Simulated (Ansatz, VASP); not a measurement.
## Two plane-wave programs on AlN

Contents of POSCAR:

```
AlN
1.0
    0.0000000000      2.1839935596      2.1839935596
    2.1839935596      0.0000000000      2.1839935596
    2.1839935596      2.1839935596      0.0000000000
Al N
1 1
Direct
    0.0198266474      0.0198266474      0.0198266474
    0.7500000000      0.7500000000      0.7500000000
```

The input INCAR.step1:

```
SYSTEM = AlN
PREC = Accurate ; ENCUT = 520
ISMEAR = 0 ; SIGMA = 0.05
LREAL = .False. ; LASPH = .True.
NELM = 80 ; NBANDS = 11
GGA = PE ; ALGO = Normal
EDIFF = 1E-4 ; LWAVE = .True.
LCHARG = .False.
```

The input INCAR.step2:

```
SYSTEM = AlN
PREC = Accurate ; ENCUT = 520
EDIFF = 1E-6 ; ISMEAR = 0
SIGMA = 0.05 ; LREAL = .False.
LASPH = .True. ; NELM = 80
ALGO = Normal ; ISIF = 2
LWAVE = .False. ; LCHARG = .False.
METAGGA = R2SCAN ; LMIXTAU = .True.
NBANDS = 11 ; ISTART = 1
```

Contents of KPOINTS:

```
regular mesh
0
Gamma
  10 10 10
  0 0 0
```

Input for Ansatz:

```yaml
crystal:
  lattice:
    - [0.0, 2.1839935596, 2.1839935596]
    - [2.1839935596, 0.0, 2.1839935596]
    - [2.1839935596, 2.1839935596, 0.0]
  atoms:
    - { symbol: Al, position: [0.0198266474, 0.0198266474, 0.0198266474] }
    - { symbol: "N", position: [0.75, 0.75, 0.75] }
basis:
  ecutwfc: 500
kpoints:
  mp_grid: { grid: [10, 10, 10] }
hamiltonian:
  xc: r2scan
scf:
  occupations: { method: gaussian, width: 0.05 }
output:
  forces: true
  stress: true
  eigenvalues: true
```

Change from the starting cell: all Al atoms moved -0.150 Å, as atom 1 towards its neighbour atom 2 (N) at 1.891 Å.

Alike in both runs: task single point; functional r2SCAN; k mesh 10 × 10 × 10; occupations gaussian, width 0.05 eV; no spin polarisation.

|  | VASP | Ansatz |
| --- | --- | --- |
| version | VASP 6.6.1 | Ansatz 0.2.0 |
| potentials or method | VASP PAW PBE potentials, release 64 (Al, N), cutoff 520 eV | scalar-relativistic, plane waves, PAW |
| valence electrons in the cell | 8 | 8 |

|  | VASP | Ansatz | Ansatz less VASP |
| --- | --- | --- | --- |
| gap on the k mesh at the Fermi level (eV) | 3.48 | 3.48 | +0.007 |
| least direct gap on the mesh (eV) | 4.38 | 4.34 | -0.038 |
| pressure (GPa) | 2.2 | 2.5 | +0.33 |
| traceless stress, the component that is largest in VASP (GPa) | -4.04 | -3.96 | +0.075 |
| rms of the force components (eV/Å) | 0.910 | 0.901 | -0.0088 |

VASP's potentials were made for PBE, not for r2SCAN. Atom by atom the forces differ by 0.009 eV/Å (rms over components). The functional is the same, so the differences come from potentials, cutoffs and numerics.
